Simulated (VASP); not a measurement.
# CdGe3 (Pm-3m) in VASP: single point with PBE

Aim: the single point of CdGe3 with PBE.

All numbers are computed with VASP 6.6.1; they aren't measurements. Logs are shortened: lines on timing, memory, paths and dates and some standing lists are left out, and cuts for length are marked.

## Step 1: The cell of the first run

Symmetry: Pm-3m, No. 221, cubic system. The conventional cell has a = 4.601 Å, b = 4.601 Å, c = 4.601 Å, α = 90.00°, β = 90.00°, γ = 90.00°. Within 3.0 Å of Cd (site symmetry m-3m) lie 6 Ge at 2.30 Å. Ge (site symmetry 4/mmm) has 2 Cd at 2.30 Å within 3.0 Å.

## Step 2: Single point, PBE

The input, INCAR:

```
PREC = Accurate
ENCUT = 500
EDIFF = 1E-6
ISMEAR = 0
SIGMA = 0.1
LREAL = False
LASPH = True
NELM = 120
ALGO = Normal
ISIF = 2
LWAVE = False
LCHARG = True
GGA = PE
LELF = True
LVHAR = True
NBANDS = 35
GGA_COMPAT = False
```

The input, KPOINTS:

```
regular mesh
0
Gamma
  4 4 4
```

The input, POSCAR:

```
CdGe3
1.0
    4.6005688751      0.0000000000      0.0000000000
    0.0000000000      4.6005688751      0.0000000000
    0.0000000000      0.0000000000      4.6005688751
Cd Ge
1 3
Direct
    0.0000000000      0.0000000000      0.0000000000
    0.5000000000      0.0000000000      0.0000000000
    0.0000000000      0.5000000000      0.0000000000
    0.0000000000      0.0000000000      0.5000000000
```

Potentials or basis: VASP PAW PBE potentials, release 64 (Cd, Ge_d).

Command:

```console
cat potpaw_PBE.64/Cd/POTCAR potpaw_PBE.64/Ge_d/POTCAR > POTCAR
mpirun -np 1 vasp_std > vasp.out
```

OUTCAR:

```text
PREC = Accurate
   ENCUT = 500
   EDIFF = 1E-6
   ISMEAR = 0
   LREAL = False
   LASPH = True
   NELM = 120
   ISIF = 2
   GGA = PE

 ion  position               nearest neighbor table
   1  0.000  0.000  0.000-   2 2.30   3 2.30   4 2.30   4 2.30   3 2.30   2 2.30
   2  0.500  0.000  0.000-   1 2.30   1 2.30
   3  0.000  0.500  0.000-   1 2.30   1 2.30
   4  0.000  0.000  0.500-   1 2.30   1 2.30

  LATTYP: Found a simple cubic cell.
 ALAT       =     4.6005688751

  Lattice vectors:

 A1 = (   4.6005688751,   0.0000000000,   0.0000000000)
 A2 = (   0.0000000000,   4.6005688751,   0.0000000000)
 A3 = (   0.0000000000,   0.0000000000,   4.6005688751)

Analysis of symmetry for initial positions (statically):
=====================================================================
 Subroutine PRICEL returns:
 Original cell was already a primitive cell.

 Routine SETGRP: Setting up the symmetry group for a
 simple cubic supercell.

 Subroutine GETGRP returns: Found 48 space group operations
 (whereof 48 operations were pure point group operations)
 out of a pool of 48 trial point group operations.

The static configuration has the point symmetry O_h .

Analysis of symmetry for dynamics (positions and initial velocities):
=====================================================================
 Subroutine PRICEL returns:
 Original cell was already a primitive cell.

 Routine SETGRP: Setting up the symmetry group for a
 simple cubic supercell.

 Subroutine GETGRP returns: Found 48 space group operations
 (whereof 48 operations were pure point group operations)
 out of a pool of 48 trial point group operations.

The dynamic configuration has the point symmetry O_h .

 Subroutine INISYM returns: Found 48 space group operations
 (whereof 48 operations are pure point group operations),
 and found     1 'primitive' translations

----------------------------------------------------------------------------------------

                                     Primitive cell

  volume of cell :      97.3721

  direct lattice vectors                    reciprocal lattice vectors
     4.600568875  0.000000000  0.000000000     0.217364423  0.000000000  0.000000000
     0.000000000  4.600568875  0.000000000     0.000000000  0.217364423  0.000000000
     0.000000000  0.000000000  4.600568875     0.000000000  0.000000000  0.217364423

  length of vectors
     4.600568875  4.600568875  4.600568875     0.217364423  0.217364423  0.217364423

  position of ions in fractional coordinates (direct lattice)
     0.000000000  0.000000000  0.000000000
     0.500000000  0.000000000  0.000000000
     0.000000000  0.500000000  0.000000000
     0.000000000  0.000000000  0.500000000

  ion indices of the primitive-cell ions
   primitive index   ion index
                 1           1
                 2           2
                 3           3
                 4           4

----------------------------------------------------------------------------------------

 KPOINTS: regular mesh

Automatic generation of k-mesh.
 Grid dimensions read from file:
 generate k-points for:    4    4    4

 Generating k-lattice:

  Cartesian coordinates                     Fractional coordinates (reciprocal lattice)
     0.054341106  0.000000000  0.000000000     0.250000000  0.000000000  0.000000000
     0.000000000  0.054341106  0.000000000     0.000000000  0.250000000  0.000000000
     0.000000000  0.000000000  0.054341106     0.000000000  0.000000000  0.250000000

  Length of vectors
     0.054341106  0.054341106  0.054341106

  Shift w.r.t. Gamma in fractional coordinates (k-lattice)
     0.000000000  0.000000000  0.000000000

 Subroutine IBZKPT returns following result:
 ===========================================

 Found     10 irreducible k-points:

 Following reciprocal coordinates:
            Coordinates               Weight
  0.000000  0.000000  0.000000      1.000000
  0.250000  0.000000  0.000000      6.000000
  0.500000  0.000000  0.000000      3.000000
  0.250000  0.250000  0.000000     12.000000
  0.500000  0.250000  0.000000     12.000000
  0.500000  0.500000  0.000000      3.000000
  0.250000  0.250000  0.250000      8.000000
  0.500000  0.250000  0.250000     12.000000
  0.500000  0.500000  0.250000      6.000000
  0.500000  0.500000  0.500000      1.000000
   k-points           NKPTS =     10   k-points in BZ     NKDIM =     10   number of bands    NBANDS=     35
   number of dos      NEDOS =    301   number of ions     NIONS =      4
   total plane-waves  NPLWV =  46656
   dimension x,y,z NGX =    36 NGY =   36 NGZ =   36
   dimension x,y,z NGXF=    72 NGYF=   72 NGZF=   72
   ions per type =               1   3
   NGX,Y,Z   is equivalent  to a cutoff of  13.01, 13.01, 13.01 a.u.
   NGXF,Y,Z  is equivalent  to a cutoff of  26.02, 26.02, 26.02 a.u.
 SYSTEM =  unknown system
   PREC   = accura    normal or accurate (medium, high low for compatibility)
   ISTART =      0    job   : 0-new  1-cont  2-samecut
   ICHARG =      2    charge: 1-file 2-atom 10-const
   ISPIN  =      1    spin polarized calculation?
   LNONCOLLINEAR =      F non collinear calculations
   LSORBIT =      F    spin-orbit coupling
   LASPH  =      T    aspherical Exc in radial PAW
   ENCUT  =  500.0 eV  36.75 Ry    6.06 a.u.   8.39  8.39  8.39*2*pi/ulx,y,z
   NELM   =    120;   NELMIN=  2; NELMDL= -5     # of ELM steps
   EDIFF  = 0.1E-05   stopping-criterion for ELM
   LREAL  =      F    real-space projection
   EDIFFG = 0.1E-04   stopping-criterion for IOM
   NSW    =      0    number of steps for IOM
   IBRION =     -1    ionic relax: 0-MD 1-quasi-New 2-CG
   NFREE  =      0    steps in history (QN), initial steepest desc. (CG)
   ISIF   =      2    stress and relaxation
   ISYM   =      2    0-nonsym 1-usesym 2-fastsym
   POTIM  = 0.5000    time-step for ionic-motion
   TEBEG  =    0.0;   TEEND  =   0.0 temperature during run
   PSTRESS=    0.0 pullay stress
   NELECT =      54.0000    total number of electrons
   NUPDOWN=      -1.0000    fix difference up-down
   EMIN   =  10.00;   EMAX   =-10.00  energy-range for DOS
   EFERMI =   0.00;   METHOD = LEGACY
   ISMEAR =     0;   SIGMA  =   0.10  broadening in eV -4-tet -1-fermi 0-gaus
   EFERMI_NEDOS =   21; number of points for ismear=-14 and -15
   IALGO  =     38    algorithm
   IMIX   =      4    mixing-type and parameters
     AMIX     =   0.40;   BMIX     =  1.00
     AMIX_MAG =   1.60;   BMIX_MAG =  1.00
  volume/ion in A,a.u.               =      24.34       164.27
  Fermi-wavevector in a.u.,A,eV,Ry     =   1.345017  2.541714 24.613914  1.809072
  Thomas-Fermi vector in A             =   2.472964
   LORBIT       =      0    0 simple, 1 ext, 2 COOP (PROOUT), +10 PAW based schemes
   GGA     = PE    functional components
   LHFCALC =     F    Hartree Fock is set to
   AEXX    =    0.0000 exact exchange contribution
   IVDW    =     0    specifies the selected vdW correction
   LEPSILON=     F    determine dielectric tensor
   LRPA    =     F    only Hartree local field effects (RPA)
 non-spin polarized calculation
 Gauss-broadening in eV      SIGMA  =   0.10
  energy-cutoff  :      500.00
  volume of cell :       97.37
 maximum number of plane-waves:      2517
 NGX is ok and might be reduce to    36
   NGX = 17   NGY = 17   NGZ = 17

 number of electron      53.9999966 magnetization

 Free energy of the ion-electron system (eV)
  ---------------------------------------------------
  ext. energy  EPLUGINS =         0.00000000
  ---------------------------------------------------
  free energy    TOTEN  =        -6.53851691 eV

  energy without entropy =       -6.51144534  energy(sigma->0) =       -6.52498113

 E-fermi :   4.0777     XC(G=0):  -9.6657

 val. band max:        4.0660034087   @ k =   0.5000   0.0000   0.0000
 cond. band min:       4.0978852488   @ k =   0.5000   0.5000   0.0000
 fundamental gap:      0.0318818401
 Fermi energy:         4.0777146210

 k-point     1 :       0.0000    0.0000    0.0000
  band No.  band energies     occupation
      1     -21.4996      2.00000
      2     -21.4826      2.00000
      3     -21.4826      2.00000
      4     -21.4121      2.00000
      5     -21.4121      2.00000
      6     -21.4121      2.00000
[... 27 lines left out ...]
     34      10.7870      0.00000
     35      10.7870      0.00000

 k-point     2 :       0.2500    0.0000    0.0000
  band No.  band energies     occupation
      1     -21.4949      2.00000
      2     -21.4825      2.00000
      3     -21.4636      2.00000
      4     -21.4116      2.00000
      5     -21.3984      2.00000
      6     -21.3984      2.00000
[... 27 lines left out ...]
     34      11.1878      0.00000
     35      11.4046      0.00000

 k-point     3 :       0.5000    0.0000    0.0000
  band No.  band energies     occupation
      1     -21.4937      2.00000
      2     -21.4824      2.00000
      3     -21.4410      2.00000
      4     -21.4112      2.00000
      5     -21.3703      2.00000
      6     -21.3703      2.00000
[... 27 lines left out ...]
     34      10.3908      0.00000
     35      11.9360      0.00000

 k-point     4 :       0.2500    0.2500    0.0000
  band No.  band energies     occupation
      1     -21.4895      2.00000
      2     -21.4665      2.00000
      3     -21.4621      2.00000
      4     -21.4001      2.00000
      5     -21.3960      2.00000
      6     -21.3883      2.00000
[... 27 lines left out ...]
     34      11.6956      0.00000
     35      11.7291      0.00000

 k-point     5 :       0.5000    0.2500    0.0000
  band No.  band energies     occupation
      1     -21.4886      2.00000
      2     -21.4647      2.00000
      3     -21.4420      2.00000
      4     -21.3982      2.00000
      5     -21.3699      2.00000
      6     -21.3675      2.00000
[... 27 lines left out ...]
     34      11.0284      0.00000
     35      11.1717      0.00000

 k-point     6 :       0.5000    0.5000    0.0000
  band No.  band energies     occupation
      1     -21.4878      2.00000
      2     -21.4430      2.00000
      3     -21.4430      2.00000
      4     -21.3723      2.00000
      5     -21.3695      2.00000
      6     -21.3695      2.00000
[... 27 lines left out ...]
     34      10.1469      0.00000
     35      11.0200      0.00000

 k-point     7 :       0.2500    0.2500    0.2500
  band No.  band energies     occupation
      1     -21.4712      2.00000
      2     -21.4625      2.00000
      3     -21.4625      2.00000
      4     -21.3912      2.00000
      5     -21.3865      2.00000
      6     -21.3865      2.00000
[... 27 lines left out ...]
     34       9.6196      0.00000
     35      12.0135      0.00000

 k-point     8 :       0.5000    0.2500    0.2500
  band No.  band energies     occupation
      1     -21.4687      2.00000
      2     -21.4629      2.00000
      3     -21.4432      2.00000
      4     -21.3885      2.00000
      5     -21.3691      2.00000
      6     -21.3656      2.00000
[... 27 lines left out ...]
     34      11.3848      0.00000
     35      11.5640      0.00000

 k-point     9 :       0.5000    0.5000    0.2500
  band No.  band energies     occupation
      1     -21.4661      2.00000
      2     -21.4443      2.00000
      3     -21.4443      2.00000
      4     -21.3708      2.00000
      5     -21.3687      2.00000
      6     -21.3687      2.00000
[... 27 lines left out ...]
     34      11.5924      0.00000
     35      11.5924      0.00000

 k-point    10 :       0.5000    0.5000    0.5000
  band No.  band energies     occupation
      1     -21.4454      2.00000
      2     -21.4454      2.00000
      3     -21.4454      2.00000
      4     -21.3682      2.00000
      5     -21.3682      2.00000
      6     -21.3682      2.00000
[... 27 lines left out ...]
     34      11.5273      0.00000
     35      11.5273      0.00000

------------------------ aborting loop because EDIFF is reached ----------------------------------------

  FORCE on cell =-STRESS in cart. coord.  units (eV):
  Direction    XX          YY          ZZ          XY          YZ          ZX
  --------------------------------------------------------------------------------------
  -------------------------------------------------------------------------------------
  Total       17.5219416     17.5219416     17.5219416     -0.0000000     -0.0000000      0.0000000
  in kB      288.3090005    288.3090005    288.3090005     -0.0000000     -0.0000000      0.0000000
  external PRESSURE =     288.3090005 kB  Pullay stress =       0.0000000 kB

 VOLUME and BASIS-vectors are now :
 -----------------------------------------------------------------------------
  energy-cutoff  :      500.00
  volume of cell :       97.37
      direct lattice vectors                 reciprocal lattice vectors
     4.600568875  0.000000000  0.000000000     0.217364423  0.000000000  0.000000000
     0.000000000  4.600568875  0.000000000     0.000000000  0.217364423  0.000000000
     0.000000000  0.000000000  4.600568875     0.000000000  0.000000000  0.217364423

 POSITION                                       TOTAL-FORCE (eV/Angst)
 -----------------------------------------------------------------------------------
      0.00000      0.00000      0.00000         0.000000      0.000000      0.000000
      2.30028      0.00000      0.00000         0.000000      0.000000      0.000000
      0.00000      2.30028      0.00000         0.000000      0.000000      0.000000
      0.00000      0.00000      2.30028         0.000000      0.000000      0.000000
 -----------------------------------------------------------------------------------
    total drift:                                0.000000      0.000000     -0.000000

  FREE ENERGIE OF THE ION-ELECTRON SYSTEM (eV)
  ---------------------------------------------------
  free  energy   TOTEN  =        -6.5385169110 eV

  energy  without entropy=       -6.5114453425  energy(sigma->0) =       -6.52498113
```

Wall time 24 s (1 thread of Intel Xeon Platinum 8375C at 2.90GHz (Ice Lake), shared host); peak memory 0.2 GiB.

What came out:

- Free energy: -6.5385 eV
- Pressure: 28.8 GPa
- Band gap on the k mesh: zero (band 27 reaches 4.88 eV, above the bottom of band 28 at 4.07 eV)

Levels at points of the mesh, in eV from the Fermi level:
```csv
k point,band 23,band 24,band 25,band 26,band 27,band 28,band 29,band 30,band 31,band 32
"(0.00, 0.00, 0.00)",-5.27,-4.58,-4.58,-4.58,0.80,1.46,1.46,1.46,2.58,2.58
"(0.50, 0.00, 0.00)",-5.07,-3.91,-3.91,-0.83,-0.42,-0.01,0.09,0.09,2.28,2.28
"(0.50, 0.50, 0.00)",-9.47,-3.11,-3.04,-2.53,0.02,0.02,0.35,0.35,4.59,4.95
"(0.50, 0.50, 0.50)",-9.16,-8.67,-2.72,-2.72,-2.72,2.50,4.69,4.69,4.69,5.20
```
